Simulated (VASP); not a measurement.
# La (Pm-3m) in VASP: notebook

The runs below take La through relaxation of cell and atoms, single point, with RPBE.

All numbers are computed with VASP 6.6.1; they aren't measurements. Logs are shortened: lines on timing, memory, paths and dates and some standing lists are left out, and cuts for length are marked.

### 1 The cell of the first run

Symmetry: Pm-3m, No. 221, cubic system. The conventional cell has a = 3.432 Å, b = 3.432 Å, c = 3.432 Å, α = 90.00°, β = 90.00°, γ = 90.00°. Within 4.5 Å of La (site symmetry m-3m) lie 6 La at 3.43 Å.

### 2 Relaxation of cell and atoms, RPBE

File INCAR:

```
SYSTEM = La
ALGO = Normal
EDIFF = 1E-6
EDIFFG = -0.01
ENCUT = 600
GGA = RP
IBRION = 2
ISIF = 3
ISMEAR = -1
LASPH = .TRUE.
LCHARG = .FALSE.
LREAL = .FALSE.
LWAVE = .FALSE.
NELM = 80
NSW = 80
PREC = Accurate
SIGMA = 0.1
```

File KPOINTS:

```
k-points
0
G
  9 9 9
  0 0 0
```

File POSCAR:

```
La
1.0
    3.4315615435      0.0000000000      0.0000000000
    0.0000000000      3.4315615435      0.0000000000
    0.0000000000      0.0000000000      3.4315615435
La
1
Direct
    0.0000000000      0.0000000000      0.0000000000
```

Potentials or basis: VASP PAW PBE potentials, release 64 (La).

Started as:

```
cat potpaw_PBE.64/La/POTCAR > POTCAR
mpirun -np 1 vasp_std > vasp.out
```

OUTCAR:

```text
SYSTEM = La
   EDIFF = 1E-6
   EDIFFG = -0.01
   ENCUT = 600
   GGA = RP
   IBRION = 2
   ISIF = 3
   ISMEAR = -1
   LASPH = .TRUE.
   LREAL = .FALSE.
   NELM = 80
   NSW = 80
   PREC = Accurate

 ion  position               nearest neighbor table
   1  0.000  0.000  0.000-

  LATTYP: Found a simple cubic cell.
 ALAT       =     3.4315615435

  Lattice vectors:

 A1 = (   3.4315615435,   0.0000000000,   0.0000000000)
 A2 = (   0.0000000000,   3.4315615435,   0.0000000000)
 A3 = (   0.0000000000,   0.0000000000,   3.4315615435)

Analysis of symmetry for initial positions (statically):
=====================================================================
 Subroutine PRICEL returns:
 Original cell was already a primitive cell.

 Routine SETGRP: Setting up the symmetry group for a
 simple cubic supercell.

 Subroutine GETGRP returns: Found 48 space group operations
 (whereof 48 operations were pure point group operations)
 out of a pool of 48 trial point group operations.

The static configuration has the point symmetry O_h .

Analysis of symmetry for dynamics (positions and initial velocities):
=====================================================================
 Subroutine PRICEL returns:
 Original cell was already a primitive cell.

 Routine SETGRP: Setting up the symmetry group for a
 simple cubic supercell.

 Subroutine GETGRP returns: Found 48 space group operations
 (whereof 48 operations were pure point group operations)
 out of a pool of 48 trial point group operations.

The dynamic configuration has the point symmetry O_h .

 Subroutine INISYM returns: Found 48 space group operations
 (whereof 48 operations are pure point group operations),
 and found     1 'primitive' translations

----------------------------------------------------------------------------------------

                                     Primitive cell

  volume of cell :      40.4087

  direct lattice vectors                    reciprocal lattice vectors
     3.431561543  0.000000000  0.000000000     0.291412521  0.000000000  0.000000000
     0.000000000  3.431561543  0.000000000     0.000000000  0.291412521  0.000000000
     0.000000000  0.000000000  3.431561543     0.000000000  0.000000000  0.291412521

  length of vectors
     3.431561543  3.431561543  3.431561543     0.291412521  0.291412521  0.291412521

  position of ions in fractional coordinates (direct lattice)
     0.000000000  0.000000000  0.000000000

  ion indices of the primitive-cell ions
   primitive index   ion index
                 1           1

----------------------------------------------------------------------------------------

 KPOINTS: k-points

Automatic generation of k-mesh.
 Grid dimensions read from file:
 generate k-points for:    9    9    9

 Generating k-lattice:

  Cartesian coordinates                     Fractional coordinates (reciprocal lattice)
     0.032379169  0.000000000  0.000000000     0.111111111  0.000000000  0.000000000
     0.000000000  0.032379169  0.000000000     0.000000000  0.111111111  0.000000000
     0.000000000  0.000000000  0.032379169     0.000000000  0.000000000  0.111111111

  Length of vectors
     0.032379169  0.032379169  0.032379169

  Shift w.r.t. Gamma in fractional coordinates (k-lattice)
     0.000000000  0.000000000  0.000000000

 Subroutine IBZKPT returns following result:
 ===========================================

 Found     35 irreducible k-points:

 Following reciprocal coordinates:
            Coordinates               Weight
  0.000000  0.000000  0.000000      1.000000
  0.111111  0.000000  0.000000      6.000000
  0.222222  0.000000  0.000000      6.000000
  0.333333  0.000000  0.000000      6.000000
  0.444444  0.000000  0.000000      6.000000
  0.111111  0.111111  0.000000     12.000000
[... 16 lines left out ...]
  0.333333  0.333333  0.111111     24.000000
  0.444444  0.333333  0.111111     48.000000
 [... further k-points ...]
   k-points           NKPTS =     35   k-points in BZ     NKDIM =     35   number of bands    NBANDS=      9
   number of dos      NEDOS =    301   number of ions     NIONS =      1
   total plane-waves  NPLWV =  21952
   dimension x,y,z NGX =    28 NGY =   28 NGZ =   28
   dimension x,y,z NGXF=    56 NGYF=   56 NGZF=   56
   ions per type =               1
   NGX,Y,Z   is equivalent  to a cutoff of  13.56, 13.56, 13.56 a.u.
   NGXF,Y,Z  is equivalent  to a cutoff of  27.13, 27.13, 27.13 a.u.
 SYSTEM =  La
   PREC   = accura    normal or accurate (medium, high low for compatibility)
   ISTART =      0    job   : 0-new  1-cont  2-samecut
   ICHARG =      2    charge: 1-file 2-atom 10-const
   ISPIN  =      1    spin polarized calculation?
   LNONCOLLINEAR =      F non collinear calculations
   LSORBIT =      F    spin-orbit coupling
   LASPH  =      T    aspherical Exc in radial PAW
   ENCUT  =  600.0 eV  44.10 Ry    6.64 a.u.   6.85  6.85  6.85*2*pi/ulx,y,z
   NELM   =     80;   NELMIN=  2; NELMDL= -5     # of ELM steps
   EDIFF  = 0.1E-05   stopping-criterion for ELM
   LREAL  =      F    real-space projection
   EDIFFG = -.1E-01   stopping-criterion for IOM
   NSW    =     80    number of steps for IOM
   IBRION =      2    ionic relax: 0-MD 1-quasi-New 2-CG
   NFREE  =      1    steps in history (QN), initial steepest desc. (CG)
   ISIF   =      3    stress and relaxation
   ISYM   =      2    0-nonsym 1-usesym 2-fastsym
   POTIM  = 0.5000    time-step for ionic-motion
   TEBEG  =    0.0;   TEEND  =   0.0 temperature during run
   PSTRESS=    0.0 pullay stress
   NELECT =      11.0000    total number of electrons
   NUPDOWN=      -1.0000    fix difference up-down
   EMIN   =  10.00;   EMAX   =-10.00  energy-range for DOS
   EFERMI =   0.00;   METHOD = LEGACY
   ISMEAR =    -1;   SIGMA  =   0.10  broadening in eV -4-tet -1-fermi 0-gaus
   EFERMI_NEDOS =   21; number of points for ismear=-14 and -15
   IALGO  =     38    algorithm
   IMIX   =      4    mixing-type and parameters
     AMIX     =   0.40;   BMIX     =  1.00
     AMIX_MAG =   1.60;   BMIX_MAG =  1.00
  volume/ion in A,a.u.               =      40.41       272.69
  Fermi-wavevector in a.u.,A,eV,Ry     =   1.060996  2.004993 15.316262  1.125713
  Thomas-Fermi vector in A             =   2.196397
   LORBIT       =      0    0 simple, 1 ext, 2 COOP (PROOUT), +10 PAW based schemes
   GGA     = RP    functional components
   LHFCALC =     F    Hartree Fock is set to
   AEXX    =    0.0000 exact exchange contribution
   IVDW    =     0    specifies the selected vdW correction
   LEPSILON=     F    determine dielectric tensor
   LRPA    =     F    only Hartree local field effects (RPA)
 conjugate gradient relaxation of ions
 non-spin polarized calculation
  energy-cutoff  :      600.00
  volume of cell :       40.41
 maximum number of plane-waves:      1364
 NGX is ok and might be reduce to    28
   NGX = 13   NGY = 13   NGZ = 13

--------------------------------------- Ionic step        1  -------------------------------------------

 number of electron      11.0000002 magnetization

 Free energy of the ion-electron system (eV)
  ---------------------------------------------------
  ext. energy  EPLUGINS =         0.00000000
  ---------------------------------------------------
  free energy    TOTEN  =        -4.06229028 eV

  energy without entropy =       -3.99318533  energy(sigma->0) =       -4.02773780

------------------------ aborting loop because EDIFF is reached ----------------------------------------

  FORCE on cell =-STRESS in cart. coord.  units (eV):
  Direction    XX          YY          ZZ          XY          YZ          ZX
  --------------------------------------------------------------------------------------
  -------------------------------------------------------------------------------------
  Total       -0.1969946     -0.1969946     -0.1969946     -0.0000000      0.0000000     -0.0000000
  in kB       -7.8106920     -7.8106920     -7.8106920     -0.0000000      0.0000000     -0.0000000
  external PRESSURE =      -7.8106920 kB  Pullay stress =       0.0000000 kB
[... 55 lines left out ...]
  energy  without entropy=       -3.9993773728  energy(sigma->0) =       -4.03263267

--------------------------------------- Ionic step        3  -------------------------------------------

 number of electron      11.0000001 magnetization

 Free energy of the ion-electron system (eV)
  ---------------------------------------------------
  ext. energy  EPLUGINS =         0.00000000
  ---------------------------------------------------
  free energy    TOTEN  =        -4.06617149 eV

  energy without entropy =       -4.00046707  energy(sigma->0) =       -4.03331928

 E-fermi :   7.4090     XC(G=0):  -9.2364

 val. band max:        7.3937467134   @ k =   0.3333   0.1111   0.1111
 cond. band min:       7.4109422395   @ k =   0.3333   0.3333   0.3333
 fundamental gap:      0.0171955260
 Fermi energy:         7.4089901214

 k-point     1 :       0.0000    0.0000    0.0000
  band No.  band energies     occupation
      1     -25.7754      2.00000
      2      -8.6377      2.00000
      3      -8.6377      2.00000
      4      -8.6377      2.00000
      5       4.4990      2.00000
      6       6.3745      1.99994
      7       6.3745      1.99994
      8       9.1358      0.00000
      9       9.1358      0.00000
[... 265 lines left out ...]
 k-point    24 :       0.4444    0.3333    0.1111
  band No.  band energies     occupation
      1     -25.4269      2.00000
      2     -10.0200      2.00000
      3      -9.6547      2.00000
      4      -8.5590      2.00000
      5       5.8604      2.00000
      6       7.8971      0.01506
      7       8.5154      0.00003
      8       8.8490      0.00000
      9       9.1310      0.00000

 [... further k-points ...]
[... 5 lines left out ...]
  --------------------------------------------------------------------------------------
  -------------------------------------------------------------------------------------
  Total       -0.0039779     -0.0039779     -0.0039779     -0.0000000      0.0000000      0.0000000
  in kB       -0.1638955     -0.1638955     -0.1638955     -0.0000000      0.0000000      0.0000000
  external PRESSURE =      -0.1638955 kB  Pullay stress =       0.0000000 kB
[... 16 lines left out ...]
  FREE ENERGIE OF THE ION-ELECTRON SYSTEM (eV)
  ---------------------------------------------------
  free  energy   TOTEN  =        -4.0661714867 eV

  energy  without entropy=       -4.0004670699  energy(sigma->0) =       -4.03331928

 reached required accuracy - stopping structural energy minimisation
```

Wall time 34 s (1 thread of Intel Xeon Platinum 8488C (Sapphire Rapids), shared host); peak memory 0.18 GiB.

Results:

* Free energy: -4.0662 eV
* Relaxed volume: 38.89 Å³/atom
* Relaxed cell: a = 3.388 Å, b = 3.388 Å, c = 3.388 Å, α = 90.00°, β = 90.00°, γ = 90.00°
* Space group after relaxing (to 0.05 Å): Pm-3m (No. 221)
* Energy gained by relaxing: 3.9 meV/atom
* Ionic steps: 3
* Pressure after relaxing: 0.0 GPa

The path:
| step | energy change (eV) | largest force (eV/Å) | pressure (GPa) | volume (Å³) |
| --- | --- | --- | --- | --- |
| 1 | 0.0000 | 0.0000 | -0.78 | 40.41 |
| 2 | -0.0036 | 0.0000 | -0.21 | 39.27 |
| 3 | -0.0039 | 0.0000 | -0.02 | 38.89 |

Final structure:
```yaml
crystal:
  lattice:
    - [3.38791, 0.00000, 0.00000]
    - [0.00000, 3.38791, 0.00000]
    - [0.00000, 0.00000, 3.38791]
  atoms:
    - { symbol: La, position: [0.00000, 0.00000, 0.00000] }
```

Levels at points of the mesh, in eV from the Fermi level:
| k point | band 3 | band 4 | band 5 | band 6 | band 7 | band 8 | band 9 |
| --- | --- | --- | --- | --- | --- | --- | --- |
| (0.00, 0.00, 0.00) | -16.05 | -16.05 | -2.91 | -1.03 | -1.03 | 1.73 | 1.73 |

Caveat: the PAW data sets were made with another functional, which shifts forces and pressure a little; spin-orbit coupling is left out, which moves the levels of the heavy elements.

### 3 Single point, RPBE

This run uses another cell than the first one, of 38.82 Å³/atom, 0.961 times its volume.

File INCAR:

```
SYSTEM = La
ALGO = Normal
EDIFF = 1E-6
ENCUT = 520
GGA = RP
ISIF = 2
ISMEAR = -1
LASPH = .TRUE.
LCHARG = .FALSE.
LREAL = .FALSE.
LWAVE = .FALSE.
NBANDS = 12
NELM = 100
PREC = Accurate
SIGMA = 0.1
```

File KPOINTS:

```
k-points
0
G
  15 15 15
  0 0 0
```

File POSCAR:

```
La
1.0
    3.3858533678      0.0000000000      0.0000000000
    0.0000000000      3.3858533678      0.0000000000
    0.0000000000      0.0000000000      3.3858533678
La
1
Direct
    0.0000000000      0.0000000000      0.0000000000
```

Potentials or basis: VASP PAW PBE potentials, release 64 (La).

Started as:

```
cat potpaw_PBE.64/La/POTCAR > POTCAR
mpirun -np 1 vasp_std > vasp.out
```

Wall time 64 s (1 thread of Intel Xeon Platinum 8488C (Sapphire Rapids), shared host); peak memory 0.21 GiB.

It converged, with:

```yaml
Free_energy: -4.0600 eV
Pressure: 0.1 GPa
```

Levels at points of the mesh, in eV from the Fermi level:
```tsv
k point	band 3	band 4	band 5	band 6	band 7	band 8
(0.00, 0.00, 0.00)	-16.02	-16.02	-2.89	-1.02	-1.02	1.76
```

Caveat: the PAW data sets were made with another functional, which shifts forces and pressure a little; spin-orbit coupling is left out, which moves the levels of the heavy elements.
